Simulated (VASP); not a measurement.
# BaTiO3 in VASP: further runs

The runs below take BaTiO3 through single point, with PBEsol, PBE.

All numbers are computed with VASP 6.6.1; they aren't measurements. Logs are shortened: lines on timing, memory, paths and dates and some standing lists are left out, and cuts for length are marked.

### 1 The cell of the first run

It takes space group Pm-3m (No. 221, cubic). Conventional cell: a = 4.085 Å, b = 4.085 Å, c = 4.085 Å, α = 90.00°, β = 90.00°, γ = 90.00°. Ba (site symmetry m-3m) has 12 O at 2.89 Å and 8 Ti at 3.54 Å within 3.8 Å. Within 2.7 Å of Ti (site symmetry m-3m) lie 6 O at 2.04 Å. Within 2.7 Å of O (site symmetry 4/mmm) lie 2 Ti at 2.04 Å.

### 2 Single point, PBEsol (13.63 Å³/atom)

INCAR reads:

```
ALGO     = Normal         # electronic algorithm
EDIFF    = 1E-6           # SCF threshold, eV
ENCUT    = 520            # plane-wave cutoff, eV
GGA      = PS             # functional
ISIF     = 2              # what is computed and relaxed
ISMEAR   = -1             # smearing method
LASPH    = True           # aspherical terms in the spheres
LCHARG   = True           # write CHGCAR
LELF     = True           # ELF
LREAL    = False          # projectors in reciprocal space
LVHAR    = True         
LWAVE    = False          # write WAVECAR
NBANDS   = 28             # bands
NELM     = 60             # most SCF steps
PREC     = Accurate       # precision mode
SIGMA    = 0.05           # smearing width, eV
```

KPOINTS reads:

```
k-points
0
Gamma
  7 7 7
```

POSCAR reads:

```
BaTiO3
1.0
    4.0845689666      0.0000000000      0.0000000000
    0.0000000000      4.0845689666      0.0000000000
    0.0000000000      0.0000000000      4.0845689666
Ba Ti O
1 1 3
Direct
    0.5000000000      0.5000000000      0.5000000000
    0.0000000000      0.0000000000      0.0000000000
    0.0000000000      0.0000000000      0.5000000000
    0.0000000000      0.5000000000      0.0000000000
    0.5000000000      0.0000000000      0.0000000000
```

Potentials or basis: VASP PAW PBE potentials, release 64 (Ba_sv, Ti_sv, O).

Launch:

```
$ cat potpaw_PBE.64/Ba_sv/POTCAR potpaw_PBE.64/Ti_sv/POTCAR potpaw_PBE.64/O/POTCAR > POTCAR
$ mpirun -np 1 vasp_std > vasp.out
```

OUTCAR:

```text
EDIFF = 1E-6
   ENCUT = 520
   GGA = PS
   ISIF = 2
   ISMEAR = -1
   LASPH = True
   LREAL = False
   NELM = 60
   PREC = Accurate

 ion  position               nearest neighbor table
   1  0.500  0.500  0.500-   3 2.89   4 2.89   5 2.89   4 2.89   5 2.89   3 2.89   5 2.89   5 2.89
                             3 2.89   4 2.89   4 2.89   3 2.89   2 3.54   2 3.54   2 3.54   2 3.54
   2  0.000  0.000  0.000-   3 2.04   4 2.04   5 2.04   3 2.04   4 2.04   5 2.04   1 3.54   1 3.54
                             1 3.54   1 3.54   1 3.54   1 3.54   1 3.54   1 3.54
   3  0.000  0.000  0.500-   2 2.04   2 2.04   1 2.89   1 2.89   1 2.89   1 2.89
   4  0.000  0.500  0.000-   2 2.04   2 2.04   1 2.89   1 2.89   1 2.89   1 2.89
   5  0.500  0.000  0.000-   2 2.04   2 2.04   1 2.89   1 2.89   1 2.89   1 2.89

  LATTYP: Found a simple cubic cell.
 ALAT       =     4.0845689666

  Lattice vectors:

 A1 = (   4.0845689666,   0.0000000000,   0.0000000000)
 A2 = (   0.0000000000,   4.0845689666,   0.0000000000)
 A3 = (   0.0000000000,   0.0000000000,   4.0845689666)

Analysis of symmetry for initial positions (statically):
=====================================================================
 Subroutine PRICEL returns:
 Original cell was already a primitive cell.

 Routine SETGRP: Setting up the symmetry group for a
 simple cubic supercell.

 Subroutine GETGRP returns: Found 48 space group operations
 (whereof 48 operations were pure point group operations)
 out of a pool of 48 trial point group operations.

The static configuration has the point symmetry O_h .

Analysis of symmetry for dynamics (positions and initial velocities):
=====================================================================
 Subroutine PRICEL returns:
 Original cell was already a primitive cell.

 Routine SETGRP: Setting up the symmetry group for a
 simple cubic supercell.

 Subroutine GETGRP returns: Found 48 space group operations
 (whereof 48 operations were pure point group operations)
 out of a pool of 48 trial point group operations.

The dynamic configuration has the point symmetry O_h .

 Subroutine INISYM returns: Found 48 space group operations
 (whereof 48 operations are pure point group operations),
 and found     1 'primitive' translations

----------------------------------------------------------------------------------------

                                     Primitive cell

  volume of cell :      68.1457

  direct lattice vectors                    reciprocal lattice vectors
     4.084568967  0.000000000  0.000000000     0.244823874  0.000000000  0.000000000
     0.000000000  4.084568967  0.000000000     0.000000000  0.244823874  0.000000000
     0.000000000  0.000000000  4.084568967     0.000000000  0.000000000  0.244823874

  length of vectors
     4.084568967  4.084568967  4.084568967     0.244823874  0.244823874  0.244823874

  position of ions in fractional coordinates (direct lattice)
     0.500000000  0.500000000  0.500000000
     0.000000000  0.000000000  0.000000000
     0.000000000  0.000000000  0.500000000
     0.000000000  0.500000000  0.000000000
     0.500000000  0.000000000  0.000000000

  ion indices of the primitive-cell ions
   primitive index   ion index
                 1           1
                 2           2
                 3           3
                 4           4
                 5           5

----------------------------------------------------------------------------------------

 KPOINTS: k-points

Automatic generation of k-mesh.
 Grid dimensions read from file:
 generate k-points for:    7    7    7

 Generating k-lattice:

  Cartesian coordinates                     Fractional coordinates (reciprocal lattice)
     0.034974839  0.000000000  0.000000000     0.142857143  0.000000000  0.000000000
     0.000000000  0.034974839  0.000000000     0.000000000  0.142857143  0.000000000
     0.000000000  0.000000000  0.034974839     0.000000000  0.000000000  0.142857143

  Length of vectors
     0.034974839  0.034974839  0.034974839

  Shift w.r.t. Gamma in fractional coordinates (k-lattice)
     0.000000000  0.000000000  0.000000000

 Subroutine IBZKPT returns following result:
 ===========================================

 Found     20 irreducible k-points:

 Following reciprocal coordinates:
            Coordinates               Weight
  0.000000  0.000000  0.000000      1.000000
  0.142857  0.000000  0.000000      6.000000
  0.285714  0.000000  0.000000      6.000000
  0.428571  0.000000  0.000000      6.000000
  0.142857  0.142857  0.000000     12.000000
  0.285714  0.142857  0.000000     24.000000
[... 12 lines left out ...]
  0.428571  0.428571  0.285714     24.000000
  0.428571  0.428571  0.428571      8.000000
   k-points           NKPTS =     20   k-points in BZ     NKDIM =     20   number of bands    NBANDS=     28
   number of dos      NEDOS =    301   number of ions     NIONS =      5
   total plane-waves  NPLWV =  27000
   dimension x,y,z NGX =    30 NGY =   30 NGZ =   30
   dimension x,y,z NGXF=    60 NGYF=   60 NGZF=   60
   ions per type =               1   1   3
   NGX,Y,Z   is equivalent  to a cutoff of  12.21, 12.21, 12.21 a.u.
   NGXF,Y,Z  is equivalent  to a cutoff of  24.42, 24.42, 24.42 a.u.
 SYSTEM =  unknown system
   PREC   = accura    normal or accurate (medium, high low for compatibility)
   ISTART =      0    job   : 0-new  1-cont  2-samecut
   ICHARG =      2    charge: 1-file 2-atom 10-const
   ISPIN  =      1    spin polarized calculation?
   LNONCOLLINEAR =      F non collinear calculations
   LSORBIT =      F    spin-orbit coupling
   LASPH  =      T    aspherical Exc in radial PAW
   ENCUT  =  520.0 eV  38.22 Ry    6.18 a.u.   7.59  7.59  7.59*2*pi/ulx,y,z
   NELM   =     60;   NELMIN=  2; NELMDL= -5     # of ELM steps
   EDIFF  = 0.1E-05   stopping-criterion for ELM
   LREAL  =      F    real-space projection
   EDIFFG = 0.1E-04   stopping-criterion for IOM
   NSW    =      0    number of steps for IOM
   IBRION =     -1    ionic relax: 0-MD 1-quasi-New 2-CG
   NFREE  =      0    steps in history (QN), initial steepest desc. (CG)
   ISIF   =      2    stress and relaxation
   ISYM   =      2    0-nonsym 1-usesym 2-fastsym
   POTIM  = 0.5000    time-step for ionic-motion
   TEBEG  =    0.0;   TEEND  =   0.0 temperature during run
   PSTRESS=    0.0 pullay stress
   NELECT =      40.0000    total number of electrons
   NUPDOWN=      -1.0000    fix difference up-down
   EMIN   =  10.00;   EMAX   =-10.00  energy-range for DOS
   EFERMI =   0.00;   METHOD = LEGACY
   ISMEAR =    -1;   SIGMA  =   0.05  broadening in eV -4-tet -1-fermi 0-gaus
   EFERMI_NEDOS =   21; number of points for ismear=-14 and -15
   IALGO  =     38    algorithm
   IMIX   =      4    mixing-type and parameters
     AMIX     =   0.40;   BMIX     =  1.00
     AMIX_MAG =   1.60;   BMIX_MAG =  1.00
  volume/ion in A,a.u.               =      13.63        91.97
  Fermi-wavevector in a.u.,A,eV,Ry     =   1.370720  2.590284 25.563605  1.878872
  Thomas-Fermi vector in A             =   2.496481
   LORBIT       =      0    0 simple, 1 ext, 2 COOP (PROOUT), +10 PAW based schemes
   GGA     = PS    functional components
   LHFCALC =     F    Hartree Fock is set to
   AEXX    =    0.0000 exact exchange contribution
   IVDW    =     0    specifies the selected vdW correction
   LEPSILON=     F    determine dielectric tensor
   LRPA    =     F    only Hartree local field effects (RPA)
 non-spin polarized calculation
  energy-cutoff  :      520.00
  volume of cell :       68.15
 maximum number of plane-waves:      1850
   NGX = 15   NGY = 15   NGZ = 15

 number of electron      39.9999991 magnetization

 Free energy of the ion-electron system (eV)
  ---------------------------------------------------
  ext. energy  EPLUGINS =         0.00000000
  ---------------------------------------------------
  free energy    TOTEN  =       -41.80291250 eV

  energy without entropy =      -41.80291248  energy(sigma->0) =      -41.80291249

 E-fermi :   4.0266     XC(G=0): -11.1993

 val. band max:        3.1761520269   @ k =   0.4286   0.4286   0.4286
 cond. band min:       4.8149502199   @ k =   0.0000   0.0000   0.0000
 fundamental gap:      1.6387981930
 Fermi energy:         4.0266108750

 k-point     1 :       0.0000    0.0000    0.0000
  band No.  band energies     occupation
      1     -53.3891      2.00000
      2     -29.6805      2.00000
      3     -29.6805      2.00000
      4     -29.6805      2.00000
      5     -21.6748      2.00000
      6     -13.4376      2.00000
[... 20 lines left out ...]
     27       8.0853      0.00000
     28       9.7770      0.00000

 k-point     2 :       0.1429    0.0000    0.0000
  band No.  band energies     occupation
      1     -53.3890      2.00000
      2     -29.6879      2.00000
      3     -29.6802      2.00000
      4     -29.6802      2.00000
      5     -21.6585      2.00000
      6     -13.4390      2.00000
[... 20 lines left out ...]
     27       8.4572      0.00000
     28      10.2573      0.00000

 k-point     3 :       0.2857    0.0000    0.0000
  band No.  band energies     occupation
      1     -53.3887      2.00000
      2     -29.7045      2.00000
      3     -29.6796      2.00000
      4     -29.6796      2.00000
      5     -21.6216      2.00000
      6     -13.4905      2.00000
[... 20 lines left out ...]
     27       9.3801      0.00000
     28      11.2352      0.00000

 k-point     4 :       0.4286    0.0000    0.0000
  band No.  band energies     occupation
      1     -53.3884      2.00000
      2     -29.7177      2.00000
      3     -29.6791      2.00000
      4     -29.6791      2.00000
      5     -21.5914      2.00000
      6     -13.5647      2.00000
[... 454 lines left out ...]
     27      10.7795      0.00000
     28      10.8941      0.00000

 k-point    19 :       0.4286    0.4286    0.2857
  band No.  band energies     occupation
      1     -53.3873      2.00000
      2     -29.7145      2.00000
      3     -29.7144      2.00000
      4     -29.7010      2.00000
      5     -21.5014      2.00000
      6     -12.8353      2.00000
[... 20 lines left out ...]
     27      10.6008      0.00000
     28      10.6770      0.00000

 k-point    20 :       0.4286    0.4286    0.4286
  band No.  band energies     occupation
      1     -53.3870      2.00000
      2     -29.7139      2.00000
      3     -29.7139      2.00000
      4     -29.7139      2.00000
      5     -21.4834      2.00000
      6     -12.6647      2.00000
[... 20 lines left out ...]
     27      10.2460      0.00000
     28      10.2460      0.00000

------------------------ aborting loop because EDIFF is reached ----------------------------------------

  FORCE on cell =-STRESS in cart. coord.  units (eV):
  Direction    XX          YY          ZZ          XY          YZ          ZX
  --------------------------------------------------------------------------------------
  -------------------------------------------------------------------------------------
  Total       -4.7771333     -4.7771333     -4.7771333     -0.0000000     -0.0000000      0.0000000
  in kB     -112.3153830   -112.3153830   -112.3153830     -0.0000000     -0.0000000      0.0000000
  external PRESSURE =    -112.3153830 kB  Pullay stress =       0.0000000 kB

 VOLUME and BASIS-vectors are now :
 -----------------------------------------------------------------------------
  energy-cutoff  :      520.00
  volume of cell :       68.15
      direct lattice vectors                 reciprocal lattice vectors
     4.084568967  0.000000000  0.000000000     0.244823874  0.000000000  0.000000000
     0.000000000  4.084568967  0.000000000     0.000000000  0.244823874  0.000000000
     0.000000000  0.000000000  4.084568967     0.000000000  0.000000000  0.244823874

 POSITION                                       TOTAL-FORCE (eV/Angst)
 -----------------------------------------------------------------------------------
      2.04228      2.04228      2.04228         0.000000      0.000000      0.000000
      0.00000      0.00000      0.00000         0.000000      0.000000      0.000000
      0.00000      0.00000      2.04228         0.000000      0.000000      0.000000
      0.00000      2.04228      0.00000         0.000000      0.000000      0.000000
      2.04228      0.00000      0.00000         0.000000      0.000000      0.000000
 -----------------------------------------------------------------------------------
    total drift:                                0.000000     -0.000000      0.000000

  FREE ENERGIE OF THE ION-ELECTRON SYSTEM (eV)
  ---------------------------------------------------
  free  energy   TOTEN  =       -41.8029124955 eV

  energy  without entropy=      -41.8029124832  energy(sigma->0) =      -41.80291249
```

Run time: 68 s. Hardware: 1 thread of Intel Xeon 8259CL, shared host; peak memory 0.19 GiB.

Results:

```yaml
Free_energy: -41.8029 eV
Pressure: -11.2 GPa
Band_gap_on_the_k_mesh: 1.64 eV (least direct gap 1.78 eV)
```

Caveat: the cell stands under tension; the PAW data sets were made with another functional, which shifts forces and pressure a little; spin-orbit coupling is left out, which moves the levels of the heavy elements; an odd mesh through Γ misses points on the zone boundary, where band edges can lie.

(Continued in part 2 of 3.)
